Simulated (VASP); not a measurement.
Runs of VASP 6.6.1 on Bi. The structure is that of space group Pm-3m (No. 221), or close to it. The cells are those of the table. 

```csv
cell,gap on the mesh (eV),pressure (GPa)
"a = 3.395 Å, 1 atom",none,-2.7
"a = 3.436 Å, 1 atom",none,-3.6
"a = 3.171 Å, 1 atom",none,(b)
"a = 3.309 Å, 1 atom",none,(a)
"a = 3.264 Å, 1 atom",none,2.0
"a = 3.352 Å, 1 atom",none,-1.5
```

Alike in all rows: task single point; level RPBE; potentials or basis VASP PAW PBE potentials, release 64 (Bi_d); no spin polarisation; k mesh 11 × 11 × 11; cutoff (eV) 520; smearing fermi-dirac 0.1 eV.

**Question.** Estimate the missing entries.

**Answer.** (a) 0.0; (b) 7.3.

Caveats: the PAW data sets were made with another functional, which shifts forces and pressure a little; spin-orbit coupling is left out, which moves the levels of the heavy elements.

A k mesh can miss the band edges, and the runs leave out spin-orbit coupling on Bi.

A gap of «none» marks levels without a gap at the run's occupations.
